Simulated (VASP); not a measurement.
# Si (Fd-3m) in VASP: a series of runs, part 2 of 2

VASP 6.6.1. Earlier steps stand in the parts before.

## (4) Single point, HSE06 (20.13 Å³/atom)

This run uses another cell than the first one, of 20.13 Å³/atom.

POSCAR reads:

```
Si
1.0
    0.0000000000      2.7204086310      2.7204086310
    2.7204086310      0.0000000000      2.7204086310
    2.7204086310      2.7204086310      0.0000000000
Si
2
Direct
    0.5000000000      0.5000000000      0.5000000000
    0.7500000000      0.7500000000      0.7500000000
```

INCAR.step1 reads:

```
PREC = Accurate
ENCUT = 520
EDIFF = 1E-5
ISMEAR = 0
SIGMA = 0.05
LREAL = False
LASPH = True
NELM = 60
ALGO = Normal
ISIF = 2
LWAVE = True
NBANDS = 11
GGA = PE
```

INCAR.step2 reads:

```
PREC = Accurate
ENCUT = 520
EDIFF = 1E-6
ISMEAR = 0
SIGMA = 0.05
LREAL = False
LASPH = True
NELM = 60
ALGO = Normal
ISIF = 2
LWAVE = False
LCHARG = True
GGA = PE
LHFCALC = True
HFSCREEN = 0.2079
PRECFOCK = Normal
LELF = True
LVHAR = True
NBANDS = 11
ISTART = 1
```

KPOINTS reads:

```
Automatic mesh
0
Gamma
  6 6 6
```

Potentials or basis: VASP PAW PBE potentials, release 64 (Si).

Launch:

```bash
$ cat potpaw_PBE.64/Si/POTCAR > POTCAR
$ cp INCAR.step1 INCAR
$ mpirun -np 1 vasp_std > vasp.out
$ cp INCAR.step2 INCAR
$ mpirun -np 1 vasp_std > vasp.out
```

OUTCAR:

```text
PREC = Accurate
   ENCUT = 520
   EDIFF = 1E-6
   ISMEAR = 0
   LREAL = False
   LASPH = True
   NELM = 60
   ISIF = 2
   GGA = PE
   LHFCALC = True
   HFSCREEN = 0.2079
   PRECFOCK = Normal
   ISTART = 1

 ion  position               nearest neighbor table
   1  0.500  0.500  0.500-   2 2.36   2 2.36   2 2.36   2 2.36
   2  0.750  0.750  0.750-   1 2.36   1 2.36   1 2.36   1 2.36

  LATTYP: Found a face centered cubic cell.
 ALAT       =     5.4408172620

  Lattice vectors:

 A1 = (   0.0000000000,   2.7204086310,   2.7204086310)
 A2 = (   2.7204086310,   0.0000000000,   2.7204086310)
 A3 = (   2.7204086310,   2.7204086310,   0.0000000000)

Analysis of symmetry for initial positions (statically):
=====================================================================
 Subroutine PRICEL returns:
 Original cell was already a primitive cell.

 Routine SETGRP: Setting up the symmetry group for a
 face centered cubic supercell.

 Subroutine GETGRP returns: Found 48 space group operations
 (whereof 24 operations were pure point group operations)
 out of a pool of 48 trial point group operations.

The static configuration has the point symmetry T_d .
 The point group associated with its full space group is O_h .

Analysis of symmetry for dynamics (positions and initial velocities):
=====================================================================
 Subroutine PRICEL returns:
 Original cell was already a primitive cell.

 Routine SETGRP: Setting up the symmetry group for a
 face centered cubic supercell.

 Subroutine GETGRP returns: Found 48 space group operations
 (whereof 24 operations were pure point group operations)
 out of a pool of 48 trial point group operations.

The dynamic configuration has the point symmetry T_d .
 The point group associated with its full space group is O_h .

 Subroutine INISYM returns: Found 48 space group operations
 (whereof 24 operations are pure point group operations),
 and found     1 'primitive' translations

----------------------------------------------------------------------------------------
[... 121 lines left out ...]
   LEPSILON=     F    determine dielectric tensor
   LRPA    =     F    only Hartree local field effects (RPA)
 non-spin polarized calculation
 Gauss-broadening in eV      SIGMA  =   0.05
  energy-cutoff  :      520.00
  volume of cell :       40.27
 maximum number of plane-waves:      1106
 NGX is ok and might be reduce to    30
  NGX = 24; NGY = 24; NGZ = 24

 number of electron       8.0000001 magnetization

 Free energy of the ion-electron system (eV)
  ---------------------------------------------------
  ext. energy  EPLUGINS =         0.00000000
  ---------------------------------------------------
  free energy    TOTEN  =       -12.53286795 eV

  energy without entropy =      -12.53286795  energy(sigma->0) =      -12.53286795

 E-fermi :   5.7175     XC(G=0):  -7.8305

 val. band max:        5.4189881434   @ k =   0.0000   0.0000   0.0000
 cond. band min:       6.7220126992   @ k =   0.5000   0.5000   0.0000
 fundamental gap:      1.3030245558
 Fermi energy:         5.7174896494

 k-point     1 :       0.0000    0.0000    0.0000
  band No.  band energies     occupation
      1      -7.8269      2.00000
      2       5.4190      2.00000
      3       5.4190      2.00000
      4       5.4190      2.00000
      5       8.7425      0.00000
      6       8.7425      0.00000
      7       8.7425      0.00000
      8       9.6747      0.00000
      9      14.1927      0.00000
     10      14.2002      0.00000
     11      14.2002      0.00000
[... 197 lines left out ...]
 k-point    16 :      -0.3333    0.5000    0.1667
  band No.  band energies     occupation
      1      -3.0954      2.00000
      2      -3.0954      2.00000
      3       1.4768      2.00000
      4       1.4768      2.00000
      5       8.8799      0.00000
      6       8.8799      0.00000
      7      13.2155      0.00000
      8      13.2155      0.00000
      9      17.2790      0.00000
     10      17.2790      0.00000
     11      19.6974      0.00000

------------------------ aborting loop because EDIFF is reached ----------------------------------------

  FORCE on cell =-STRESS in cart. coord.  units (eV):
  Direction    XX          YY          ZZ          XY          YZ          ZX
  --------------------------------------------------------------------------------------
  -------------------------------------------------------------------------------------
  Total       -0.0864885     -0.0864885     -0.0864885      0.0000000      0.0000000      0.0000000
  in kB       -3.4414092     -3.4414092     -3.4414092      0.0000000      0.0000000      0.0000000
  external PRESSURE =      -3.4414092 kB  Pullay stress =       0.0000000 kB

 VOLUME and BASIS-vectors are now :
 -----------------------------------------------------------------------------
  energy-cutoff  :      520.00
  volume of cell :       40.27
      direct lattice vectors                 reciprocal lattice vectors
     0.000000000  2.720408631  2.720408631    -0.183795917  0.183795917  0.183795917
     2.720408631  0.000000000  2.720408631     0.183795917 -0.183795917  0.183795917
     2.720408631  2.720408631  0.000000000     0.183795917  0.183795917 -0.183795917

 POSITION                                       TOTAL-FORCE (eV/Angst)
 -----------------------------------------------------------------------------------
      2.72041      2.72041      2.72041         0.000000     -0.000000      0.000000
      4.08061      4.08061      4.08061        -0.000000      0.000000     -0.000000
 -----------------------------------------------------------------------------------
    total drift:                               -0.000000     -0.000000     -0.000000

  FREE ENERGIE OF THE ION-ELECTRON SYSTEM (eV)
  ---------------------------------------------------
  free  energy   TOTEN  =       -12.5328679508 eV

  energy  without entropy=      -12.5328679508  energy(sigma->0) =      -12.53286795
```

OUTCAR.step1:

```text
PREC = Accurate
   ENCUT = 520
   EDIFF = 1E-5
   ISMEAR = 0
   LREAL = False
[... 438 lines left out ...]
      2.72041      2.72041      2.72041        -0.000000     -0.000000     -0.000000
      4.08061      4.08061      4.08061         0.000000      0.000000      0.000000
 -----------------------------------------------------------------------------------
    total drift:                               -0.000000     -0.000000     -0.000000

  FREE ENERGIE OF THE ION-ELECTRON SYSTEM (eV)
  ---------------------------------------------------
  free  energy   TOTEN  =       -10.8233720127 eV

  energy  without entropy=      -10.8233720127  energy(sigma->0) =      -10.82337201
```

OSZICAR.step1:

```text
N       E                     dE             d eps       ncg     rms          rms(c)
DAV:   1     0.939891592495E+01    0.93989E+01   -0.33344E+03   352   0.584E+02
DAV:   2    -0.103631750303E+02   -0.19762E+02   -0.18873E+02   473   0.903E+01
DAV:   3    -0.109996912957E+02   -0.63652E+00   -0.63527E+00   460   0.136E+01
DAV:   4    -0.110041697000E+02   -0.44784E-02   -0.44778E-02   408   0.147E+00
DAV:   5    -0.110042158022E+02   -0.46102E-04   -0.46102E-04   459   0.139E-01    0.486E+00
DAV:   6    -0.108791300791E+02    0.12509E+00   -0.70594E-02   388   0.109E+00    0.297E+00
DAV:   7    -0.108217831390E+02    0.57347E-01   -0.13672E-01   403   0.164E+00    0.181E-01
DAV:   8    -0.108231271143E+02   -0.13440E-02   -0.60373E-03   400   0.419E-01    0.813E-02
DAV:   9    -0.108233453126E+02   -0.21820E-03   -0.20776E-04   442   0.879E-02    0.592E-02
DAV:  10    -0.108233712945E+02   -0.25982E-04   -0.22261E-05   405   0.272E-02    0.536E-03
DAV:  11    -0.108233720127E+02   -0.71819E-06   -0.20792E-06   279   0.767E-03
   1 F= -.10823372E+02 E0= -.10823372E+02  d E =-.485284E-14
```

Wall time 15 min (1 thread of Intel Xeon 8259CL, shared host); peak memory 0.27 GiB.

What came out:

```
Free energy            : -12.5329 eV
Pressure               : -0.3 GPa
Band gap on the k mesh : 1.30 eV (least direct gap 3.32 eV)
```

Caveat: the PAW data sets were made with another functional, which shifts forces and pressure a little. A k mesh can miss the band edges.

## (5) Single point, HSE06 (20.26 Å³/atom)

This run uses another cell than the first one, of 20.26 Å³/atom.

POSCAR reads:

```
Si
1.0
    0.0000000000      2.7259520851      2.7259520851
    2.7259520851      0.0000000000      2.7259520851
    2.7259520851      2.7259520851      0.0000000000
Si
2
Direct
    0.5000000000      0.5000000000      0.5000000000
    0.7500000000      0.7500000000      0.7500000000
```

INCAR.step1 reads:

```
  PREC = Accurate
  ENCUT = 520
  EDIFF = 1E-5
  ISMEAR = 0
  SIGMA = 0.05
  LREAL = False
  LASPH = True
  NELM = 100
  ALGO = Normal
  ISIF = 2
  LWAVE = True
  LCHARG = False
  NBANDS = 11
  GGA = PE
```

INCAR.step2 reads:

```
  PREC = Accurate
  ENCUT = 520
  EDIFF = 1E-6
  ISMEAR = 0
  SIGMA = 0.05
  LREAL = False
  LASPH = True
  NELM = 100
  ALGO = Normal
  ISIF = 2
  LWAVE = False
  LCHARG = False
  GGA = PE
  LHFCALC = True
  HFSCREEN = 0.2079
  PRECFOCK = Normal
  NBANDS = 11
  ISTART = 1
```

KPOINTS is that of step 4.

Potentials or basis: VASP PAW PBE potentials, release 64 (Si).

Launch:

```bash
$ cat potpaw_PBE.64/Si/POTCAR > POTCAR
$ cp INCAR.step1 INCAR
$ mpirun -np 1 vasp_std > vasp.out
$ cp INCAR.step2 INCAR
$ mpirun -np 1 vasp_std > vasp.out
```

OUTCAR:

```text
PREC = Accurate
   ENCUT = 520
   EDIFF = 1E-6
   ISMEAR = 0
   LREAL = False
   LASPH = True
   NELM = 100
   ISIF = 2
   GGA = PE
   LHFCALC = True
   HFSCREEN = 0.2079
   PRECFOCK = Normal
   ISTART = 1

 ion  position               nearest neighbor table
   1  0.500  0.500  0.500-   2 2.36   2 2.36   2 2.36   2 2.36
   2  0.750  0.750  0.750-   1 2.36   1 2.36   1 2.36   1 2.36

  LATTYP: Found a face centered cubic cell.
 ALAT       =     5.4519041702

  Lattice vectors:
[... 411 lines left out ...]

------------------------ aborting loop because EDIFF is reached ----------------------------------------

  FORCE on cell =-STRESS in cart. coord.  units (eV):
  Direction    XX          YY          ZZ          XY          YZ          ZX
  --------------------------------------------------------------------------------------
  -------------------------------------------------------------------------------------
  Total       -0.2359957     -0.2359957     -0.2359957     -0.0000000      0.0000000     -0.0000000
  in kB       -9.3331893     -9.3331893     -9.3331893     -0.0000000      0.0000000     -0.0000000
  external PRESSURE =      -9.3331893 kB  Pullay stress =       0.0000000 kB

 VOLUME and BASIS-vectors are now :
 -----------------------------------------------------------------------------
  energy-cutoff  :      520.00
  volume of cell :       40.51
      direct lattice vectors                 reciprocal lattice vectors
     0.000000000  2.725952085  2.725952085    -0.183422153  0.183422153  0.183422153
     2.725952085  0.000000000  2.725952085     0.183422153 -0.183422153  0.183422153
     2.725952085  2.725952085  0.000000000     0.183422153  0.183422153 -0.183422153

 POSITION                                       TOTAL-FORCE (eV/Angst)
 -----------------------------------------------------------------------------------
      2.72595      2.72595      2.72595        -0.000000     -0.000000      0.000000
      4.08893      4.08893      4.08893         0.000000      0.000000      0.000000
 -----------------------------------------------------------------------------------
    total drift:                               -0.000002     -0.000001     -0.000002

  FREE ENERGIE OF THE ION-ELECTRON SYSTEM (eV)
  ---------------------------------------------------
  free  energy   TOTEN  =       -12.5319037742 eV

  energy  without entropy=      -12.5319037742  energy(sigma->0) =      -12.53190377
```

OSZICAR.step1:

```text
N       E                     dE             d eps       ncg     rms          rms(c)
DAV:   1     0.804907880818E+01    0.80491E+01   -0.33770E+03   352   0.589E+02
DAV:   2    -0.104522215694E+02   -0.18501E+02   -0.17627E+02   448   0.855E+01
DAV:   3    -0.109989298981E+02   -0.54671E+00   -0.54570E+00   476   0.132E+01
DAV:   4    -0.110024429363E+02   -0.35130E-02   -0.35121E-02   422   0.128E+00
DAV:   5    -0.110024766208E+02   -0.33685E-04   -0.33684E-04   447   0.117E-01    0.482E+00
DAV:   6    -0.108800163398E+02    0.12246E+00   -0.69005E-02   403   0.108E+00    0.294E+00
DAV:   7    -0.108236143577E+02    0.56402E-01   -0.13436E-01   394   0.162E+00    0.176E-01
DAV:   8    -0.108249633928E+02   -0.13490E-02   -0.59699E-03   409   0.415E-01    0.813E-02
DAV:   9    -0.108251848451E+02   -0.22145E-03   -0.21243E-04   447   0.881E-02    0.588E-02
DAV:  10    -0.108252104877E+02   -0.25643E-04   -0.21867E-05   409   0.270E-02    0.518E-03
DAV:  11    -0.108252112713E+02   -0.78357E-06   -0.21260E-06   273   0.770E-03
   1 F= -.10825211E+02 E0= -.10825211E+02  d E =-.193001E-14
```

It took 15 min on 1 thread of Intel Xeon 8259CL, shared host; peak memory 0.27 GiB.

Results:

- Free energy: -12.5319 eV
- Pressure: -0.9 GPa
- Band gap on the k mesh: 1.31 eV (least direct gap 3.32 eV)

Caveat: the PAW data sets were made with another functional, which shifts forces and pressure a little. A k mesh can miss the band edges.

## (6) Single point, HSE06

This run uses another cell than the first one, of 20.48 Å³/atom.

POSCAR reads:

```
Si
1.0
    0.0000000000      2.7357621204      2.7357621204
    2.7357621204      0.0000000000      2.7357621204
    2.7357621204      2.7357621204      0.0000000000
Si
2
Direct
    0.5000000000      0.5000000000      0.5000000000
    0.7500000000      0.7500000000      0.7500000000
```

INCAR.step1 reads:

```
SYSTEM = Si
  PREC = Accurate
  ENCUT = 520
  EDIFF = 1E-5
  ISMEAR = 0
  SIGMA = 0.05
  LREAL = .FALSE.
  LASPH = .TRUE.
  NELM = 100
  ALGO = Normal
  ISIF = 2
  LWAVE = .TRUE.
  NBANDS = 11
  GGA = PE
```

INCAR.step2 reads:

```
SYSTEM = Si
  PREC = Accurate
  ENCUT = 520
  EDIFF = 1E-6
  ISMEAR = 0
  SIGMA = 0.05
  LREAL = .FALSE.
  LASPH = .TRUE.
  NELM = 100
  ALGO = Normal
  ISIF = 2
  LWAVE = .FALSE.
  LCHARG = .TRUE.
  GGA = PE
  LHFCALC = .TRUE.
  HFSCREEN = 0.2079
  PRECFOCK = Normal
  LELF = .TRUE.
  LVHAR = .TRUE.
  NBANDS = 11
  ISTART = 1
```

KPOINTS reads:

```
regular mesh
0
G
  6 6 6
  0 0 0
```

Potentials or basis: VASP PAW PBE potentials, release 64 (Si).

Launch:

```bash
$ cat potpaw_PBE.64/Si/POTCAR > POTCAR
$ cp INCAR.step1 INCAR
$ mpirun -np 1 vasp_std > vasp.out
$ cp INCAR.step2 INCAR
$ mpirun -np 1 vasp_std > vasp.out
```

It took 18 min on 1 thread of Intel Xeon 8259CL, shared host; peak memory 0.27 GiB.

It converged, with:

```yaml
Free_energy: -12.5280 eV
Pressure: -1.9 GPa
Band_gap_on_the_k_mesh: 1.33 eV (least direct gap 3.31 eV)
```

Levels at points of the mesh, in eV from the valence-band top:
| k point | band 1 | band 2 | band 3 | band 4 | band 5 | band 6 | band 7 | band 8 |
| --- | --- | --- | --- | --- | --- | --- | --- | --- |
| (0.00, 0.00, 0.00) | -13.12 | 0.00 | 0.00 | 0.00 | 3.31 | 3.31 | 3.31 | 4.05 |
| (0.50, 0.00, 0.00) | -10.59 | -7.60 | -1.29 | -1.29 | 2.16 | 4.15 | 4.15 | 8.59 |
| (0.50, 0.50, 0.00) | -8.59 | -8.59 | -3.07 | -3.07 | 1.33 | 1.33 | 11.29 | 11.29 |

Caveat: the PAW data sets were made with another functional, which shifts forces and pressure a little. A k mesh can miss the band edges.

## (7) Overview

| level | cell | grid for exact exchange (PRECFOCK) | share of exact exchange | screening parameter | gap on the mesh (eV) | pressure (GPa) |
| --- | --- | --- | --- | --- | --- | --- |
| PBE | a = 3.858 Å, angles 60.0°, 2 atoms | - | - | - | 0.73 | 0.7 |
| PBE | a = 3.869 Å, angles 60.0°, 2 atoms | - | - | - | 0.75 | -0.1 |
| HSE06 | a = 3.847 Å, angles 60.0°, 2 atoms | Normal | 0.25 | 0.2079 1/Å | 1.30 | -0.3 |
| HSE06 | a = 3.855 Å, angles 60.0°, 2 atoms | Normal | 0.25 | 0.2079 1/Å | 1.31 | -0.9 |
| HSE06 | a = 3.869 Å, angles 60.0°, 2 atoms | Normal | 0.25 | 0.2079 1/Å | 1.33 | -1.9 |

Alike in all rows: task single point; potentials or basis VASP PAW PBE potentials, release 64 (Si); no spin polarisation; k mesh 6 × 6 × 6; cutoff (eV) 520; smearing gaussian 0.05 eV.

Caveats: the PAW data sets were made with another functional, which shifts forces and pressure a little (at least some runs).

Absolute energies hang on the potentials; compare differences alone.
